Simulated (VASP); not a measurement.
# Ni (Fm-3m) in VASP: a series of runs, part 2 of 2

VASP 6.6.1. The steps go on from the part before.

## 4. Single point, PBEsol, collinear spin, ferromagnetic start

This run uses another cell than the first one, of 9.98 Å³/atom.

The input, INCAR:

```
PREC = Accurate
ENCUT = 520
EDIFF = 1E-6
ISMEAR = -1
SIGMA = 0.05
LREAL = F
LASPH = T
NELM = 150
ALGO = Normal
ISIF = 2
LWAVE = F
LCHARG = F
ISPIN = 2
MAGMOM = 1
LORBIT = 11
LMAXMIX = 4
GGA = PS
NBANDS = 15
```

The input, KPOINTS:

```
Automatic mesh
0
Gamma
  13 13 13
```

The input, POSCAR:

```
Ni
1.0
    0.0000000000      1.7089728481      1.7089728481
    1.7089728481      0.0000000000      1.7089728481
    1.7089728481      1.7089728481      0.0000000000
Ni
1
Direct
    0.0000000000      0.0000000000      0.0000000000
```

Run with:

```bash
cat potpaw_PBE.64/Ni/POTCAR > POTCAR
mpirun -np 1 vasp_std > vasp.out
```

It took 19 s on 1 thread of Intel Xeon Platinum 8375C at 2.90GHz (Ice Lake), shared host; peak memory 0.13 GiB.

Results (log left out):

```
Free energy                                           : -6.1333 eV
Pressure                                              : 9.8 GPa
Net moment                                            : 0.62 μB per cell
Site moments                                          : Ni +0.62 μB
Valence electrons inside the program's atomic spheres : Ni 9.48
```

Levels at points of the mesh, in eV from the Fermi level:
Spin up:
```
           k point  band 1  band 2  band 3  band 4  band 5  band 6  band 7  band 8  band 9  band 10
(0.00, 0.00, 0.00)   -9.68   -2.66   -2.66   -2.66   -1.34   -1.34   24.42   28.94   28.94    28.94
```
Spin down:
| k point | band 2 | band 3 | band 4 | band 5 | band 6 | band 7 | band 8 | band 9 |
| --- | --- | --- | --- | --- | --- | --- | --- | --- |
| (0.00, 0.00, 0.00) | -1.94 | -1.94 | -1.94 | -0.73 | -0.73 | 24.33 | 28.95 | 28.95 |

Caveat: the cell stands under pressure; the PAW data sets were made with another functional, which shifts forces and pressure a little.

## 5. Single point, PBEsol, collinear spin, ferromagnetic start

This run uses another cell than the first one, of 10.17 Å³/atom.

The input, INCAR:

```
PREC = Accurate
ENCUT = 520
EDIFF = 1E-6
ISMEAR = -1
SIGMA = 0.05
LREAL = False
LASPH = True
NELM = 150
ALGO = Normal
ISIF = 2
LWAVE = False
LCHARG = False
ISPIN = 2
MAGMOM = 1
LORBIT = 11
LMAXMIX = 4
GGA = PS
NBANDS = 15
```

The input, KPOINTS:

```
regular mesh
0
Gamma
  13 13 13
```

The input, POSCAR:

```
Ni
1.0
    0.0000000000      1.7196275812      1.7196275812
    1.7196275812      0.0000000000      1.7196275812
    1.7196275812      1.7196275812      0.0000000000
Ni
1
Direct
    0.0000000000      0.0000000000      0.0000000000
```

Potentials or basis: VASP PAW PBE potentials, release 64 (Ni).

Run with:

```bash
cat potpaw_PBE.64/Ni/POTCAR > POTCAR
mpirun -np 1 vasp_std > vasp.out
```

OUTCAR:

```text
PREC = Accurate
   ENCUT = 520
   EDIFF = 1E-6
   ISMEAR = -1
   LREAL = False
   LASPH = True
   NELM = 150
   ISIF = 2
   ISPIN = 2
   LORBIT = 11
   GGA = PS

 ion  position               nearest neighbor table
   1  0.000  0.000  0.000-

  LATTYP: Found a face centered cubic cell.
 ALAT       =     3.4392551624

  Lattice vectors:

 A1 = (   0.0000000000,   1.7196275812,   1.7196275812)
 A2 = (   1.7196275812,   0.0000000000,   1.7196275812)
 A3 = (   1.7196275812,   1.7196275812,   0.0000000000)

Analysis of symmetry for initial positions (statically):
=====================================================================
 Subroutine PRICEL returns:
 Original cell was already a primitive cell.

 Routine SETGRP: Setting up the symmetry group for a
 face centered cubic supercell.

 Subroutine GETGRP returns: Found 48 space group operations
 (whereof 48 operations were pure point group operations)
 out of a pool of 48 trial point group operations.

The static configuration has the point symmetry O_h .

Analysis of symmetry for dynamics (positions and initial velocities):
=====================================================================
 Subroutine PRICEL returns:
[... 624 lines left out ...]
      7      34.3440      0.00000
      8      38.8144      0.00000
      9      38.8144      0.00000
     10      38.8144      0.00000
     11      42.1084      0.00000
     12      42.1084      0.00000
     13      42.1084      0.00000
     14      44.7453      0.00000
[... 403 lines left out ...]
      4       8.6414      1.00000
      5      10.3664      0.02122
      6      11.5475      0.00000
      7      18.8193      0.00000
      8      29.7398      0.00000
      9      31.6383      0.00000
     10      33.8122      0.00000
     11      43.9668      0.00000
     12      44.3391      0.00000
     13      47.6115      0.00000
     14      51.0680      0.00000
     15      57.6840      0.00000

 [... further k-points ...]
[... 5 lines left out ...]
  --------------------------------------------------------------------------------------
  -------------------------------------------------------------------------------------
  Total        0.3086776      0.3086776      0.3086776     -0.0000000      0.0000000     -0.0000000
  in kB       48.6275590     48.6275590     48.6275590     -0.0000000      0.0000000     -0.0000000
  external PRESSURE =      48.6275590 kB  Pullay stress =       0.0000000 kB

 VOLUME and BASIS-vectors are now :
 -----------------------------------------------------------------------------
  energy-cutoff  :      520.00
  volume of cell :       10.17
      direct lattice vectors                 reciprocal lattice vectors
     0.000000000  1.719627581  1.719627581    -0.290760631  0.290760631  0.290760631
     1.719627581  0.000000000  1.719627581     0.290760631 -0.290760631  0.290760631
     1.719627581  1.719627581  0.000000000     0.290760631  0.290760631 -0.290760631

 POSITION                                       TOTAL-FORCE (eV/Angst)
 -----------------------------------------------------------------------------------
      0.00000      0.00000      0.00000        -0.000000      0.000000     -0.000000
 -----------------------------------------------------------------------------------
    total drift:                               -0.000000      0.000000      0.000000

  FREE ENERGIE OF THE ION-ELECTRON SYSTEM (eV)
  ---------------------------------------------------
  free  energy   TOTEN  =        -6.1418443847 eV

  energy  without entropy=       -6.1293676810  energy(sigma->0) =       -6.13560603

 total charge

# of ion       s       p       d       tot
------------------------------------------
    1        0.531   0.567   8.345   9.443

 magnetization (x)

# of ion       s       p       d       tot
------------------------------------------
    1       -0.005  -0.022   0.653   0.626
```

stdout:

```text
POSCAR found type information on POSCAR Ni
 POSCAR found :  1 types and       1 ions
 scaLAPACK will be used
 -----------------------------------------------------------------------------
|                                                                             |
|                                                                             |
|     You enforced a specific xc type in the INCAR file but a different       |
|     I HOPE YOU KNOW WHAT YOU ARE DOING!                                     |
|                                                                             |
 -----------------------------------------------------------------------------

 LDA part: xc-table for (Slater+PW92), standard interpolation
 POSCAR, INCAR and KPOINTS ok, starting setup
 FFT: planning ... GRIDC
 FFT: planning ... GRID_SOFT
 FFT: planning ... GRID
 WAVECAR not read
 entering main loop
```

Run time: 21 s. Hardware: 1 thread of Intel Xeon Platinum 8375C at 2.90GHz (Ice Lake), shared host; peak memory 0.13 GiB.

What came out:

- Free energy: -6.1418 eV
- Pressure: 4.9 GPa
- Net moment: 0.62 μB per cell
- Site moments: Ni +0.63 μB
- Valence electrons inside the program's atomic spheres: Ni 9.44

Levels at points of the mesh, in eV from the Fermi level:
Spin up:
| k point | band 2 | band 3 | band 4 | band 5 | band 6 | band 7 | band 8 | band 9 |
| --- | --- | --- | --- | --- | --- | --- | --- | --- |
| (0.00, 0.00, 0.00) | -2.60 | -2.60 | -2.60 | -1.32 | -1.32 | 24.26 | 28.64 | 28.64 |
Spin down:
```
           k point  band 3  band 4  band 5  band 6  band 7  band 8
(0.00, 0.00, 0.00)   -1.89   -1.89   -0.71   -0.71   24.17   28.64
```

Caveat: the cell stands under pressure; the PAW data sets were made with another functional, which shifts forces and pressure a little.

## 6. Summary

```tsv
cell	gap on the mesh (eV)	pressure (GPa)	moment (μB)
a = 2.367 Å, angles 60.0°, 1 atom	none	29.5	0.62
a = 2.390 Å, angles 60.0°, 1 atom	none	19.7	0.62
a = 2.417 Å, angles 60.0°, 1 atom	none	9.8	0.62
a = 2.432 Å, angles 60.0°, 1 atom	none	4.9	0.62
```

Alike in all rows: task single point; level PBEsol; potentials or basis VASP PAW PBE potentials, release 64 (Ni); spin collinear, ferromagnetic start; k mesh 13 × 13 × 13; cutoff (eV) 520; smearing fermi-dirac 0.05 eV.

Caveats: the cell stands under pressure; the PAW data sets were made with another functional, which shifts forces and pressure a little.

Absolute energies hang on the potentials; compare differences alone.
